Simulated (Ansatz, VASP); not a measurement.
# CdF2 in VASP and in Ansatz

```
Cd F
1.0
     0.00000    2.69188    2.83967
     2.69188    0.00000    2.83967
     2.69188    2.69188    0.00000
Cd F
1 2
Direct
  0.00000 0.00000 0.00000
  0.25000 0.25000 0.25000
  0.75000 0.75000 0.75000
```

Alike in both runs: task single point; functional PBE; k mesh 8 × 8 × 8; occupations gaussian, width 0.05 eV; no spin polarisation.

```csv
,VASP,Ansatz
version,VASP 6.6.1,Ansatz 0.2.0
potentials or method,"VASP PAW PBE potentials, release 64 (Cd, F), cutoff 520 eV","scalar-relativistic, plane waves, PAW"
valence electrons in the cell,26,34
```

```tsv
	VASP	Ansatz	Ansatz less VASP
gap on the k mesh at the Fermi level (eV)	2.80	2.83	+0.030
least direct gap on the mesh (eV)	3.33	3.36	+0.029
pressure (GPa)	0.6	0.0	-0.54
traceless stress, the component that is largest in VASP (GPa)	-3.70	-3.76	-0.052
```

VASP's potentials hold 26 valence electrons a cell and Ansatz's 34, so a difference there can come from the potentials and not from the codes.
